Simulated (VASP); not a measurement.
Crystal: Zn3AsN.

```
CELL_PARAMETERS angstrom
3.94372 0.00000 0.00000
0.00000 3.94372 0.00000
0.00000 0.00000 3.94372
ATOMIC_POSITIONS crystal
Zn 0.00000 0.50000 0.50000
Zn 0.50000 0.00000 0.50000
Zn 0.50000 0.50000 0.00000
As 0.00000 0.00000 0.00000
N 0.50000 0.50000 0.50000
```

| Quantity | Value |
| --- | --- |
| Program | VASP 6.6.1 |
| Task | relaxation of cell and atoms |
| Functional | PBE |
| Potentials or basis | VASP PAW PBE potentials, release 64 (Zn, As, N) |
| Cutoff | 600 eV |
| k mesh | 6 × 6 × 6 |
| Occupations | gaussian, width 0.1 eV |
| Spin | no spin polarisation |

At the start: pressure 25.9 GPa; volume 12.27 Å³/atom.

Where does the relaxation end?

Over 3 steps the energy falls by 158.7 meV/atom and the volume is 14.57 Å³/atom (+18.7 %); space group Pm-3m (No. 221, to 0.05 Å).

The path:
| step | energy change (eV) | largest force (eV/Å) | pressure (GPa) | volume (Å³) |
| --- | --- | --- | --- | --- |
| 1 | 0.0000 | 0.0000 | 25.95 | 61.34 |
| 2 | -0.5733 | 0.0000 | -8.18 | 80.72 |
| 3 | -0.7933 | 0.0000 | 0.10 | 72.83 |

Final structure:
```cif
data_structure
_symmetry_space_group_name_H-M 'P 1'
_symmetry_Int_Tables_number 1
_cell_length_a 4.1760
_cell_length_b 4.1760
_cell_length_c 4.1760
_cell_angle_alpha 90.000
_cell_angle_beta 90.000
_cell_angle_gamma 90.000
_cell_volume 72.83
loop_
_atom_site_label
_atom_site_type_symbol
_atom_site_fract_x
_atom_site_fract_y
_atom_site_fract_z
_atom_site_occupancy
Zn1 Zn 0.00000 0.50000 0.50000 1
Zn2 Zn 0.50000 0.00000 0.50000 1
Zn3 Zn 0.50000 0.50000 0.00000 1
As1 As 0.00000 0.00000 0.00000 1
N1 N 0.50000 0.50000 0.50000 1
```

Caveat: the volume moved by over 15 % at a fixed basis, so the end points are rough.
